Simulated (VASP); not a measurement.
Set up this calculation in VASP 6.6.1, as the native input.

```
Task                   : single point
Functional             : PBE
Potentials or basis    : VASP PAW PBE potentials, release 64 (Cs_sv, Pb_d, Cl)
Cutoff                 : 500 eV
k mesh                 : 6 × 6 × 6
Occupations            : gaussian, width 0.02 eV
Spin                   : no spin polarisation
Dipole correction      : no
Further INCAR settings : ALGO = Normal; EDIFF = 1e-06; NBANDS = 30
```

The structure of CsPbCl3 lies in POSCAR:

```
CsPbCl3
1.0
    5.6773369298      0.0000000000      0.0000000000
    0.0000000000      5.6773369298      0.0000000000
    0.0000000000      0.0000000000      5.6773369298
Cs Pb Cl
1 1 3
Direct
    0.0000000000      0.0000000000      0.0000000000
    0.5000000000      0.5000000000      0.5000000000
    0.5000000000      0.5000000000      0.0000000000
    0.0000000000      0.5000000000      0.5000000000
    0.5000000000      0.0000000000      0.5000000000
```

The input as run:

INCAR

```
PREC = Accurate ; ENCUT = 500
EDIFF = 1E-6 ; ISMEAR = 0
SIGMA = 0.02 ; LREAL = F
LASPH = T ; NELM = 120
ALGO = Normal ; ISIF = 2
LWAVE = F ; LCHARG = F
GGA = PE ; NBANDS = 30
GGA_COMPAT = F
```

KPOINTS

```
Automatic mesh
0
Gamma
  6 6 6
```

Potentials or basis: VASP PAW PBE potentials, release 64 (Cs_sv, Pb_d, Cl).

Run with:

```console
$ cat potpaw_PBE.64/Cs_sv/POTCAR potpaw_PBE.64/Pb_d/POTCAR potpaw_PBE.64/Cl/POTCAR > POTCAR
$ mpirun -np 1 vasp_std > vasp.out
```

Results of the run:

```yaml
Pressure: 0.7 GPa
Band_gap_on_the_k_mesh: 2.10 eV
```

Caveat: spin-orbit coupling is left out, which moves the levels of the heavy elements.

Run time: 44 s on 1 thread of Intel(R) Xeon(R) 6975P-C (Granite Rapids) (shared host), peak memory 0.31 GiB.
